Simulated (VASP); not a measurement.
Input of a VASP 6.6.1 run:

Contents of INCAR:

```
PREC = Accurate ; ENCUT = 600
EDIFF = 1E-6 ; ISMEAR = -1
SIGMA = 0.08 ; LREAL = F
LASPH = T ; NELM = 120
ALGO = Normal ; ISIF = 2
LWAVE = F ; LCHARG = F
NBANDS = 16 ; GGA_COMPAT = F
```

File KPOINTS:

```
regular mesh
0
Gamma
  11 11 11
```

POSCAR

```
Mg2Sn
1.0
    0.0000000000      3.4239722052      3.4239722052
    3.4239722052      0.0000000000      3.4239722052
    3.4239722052      3.4239722052      0.0000000000
Mg Sn
2 1
Direct
    0.2500000000      0.2500000000      0.2500000000
    0.7500000000      0.7500000000      0.7500000000
    0.0000000000      0.0000000000      0.0000000000
```

Potentials or basis: VASP PAW LDA potentials, release 64 (Mg, Sn_d).

Run with:

```sh
$ cat potpaw_LDA.64/Mg/POTCAR potpaw_LDA.64/Sn_d/POTCAR > POTCAR
$ mpirun -np 1 vasp_std > vasp.out
```

(1) Predict the band gap on the k mesh.

(2) Estimate the pressure.

Answers

(1) zero (bands 9 and 10 overlap by 0.22 eV).

(2) -3.4 GPa.

Caveat: the cell stands under tension; spin-orbit coupling is left out, which moves the levels of the heavy elements.
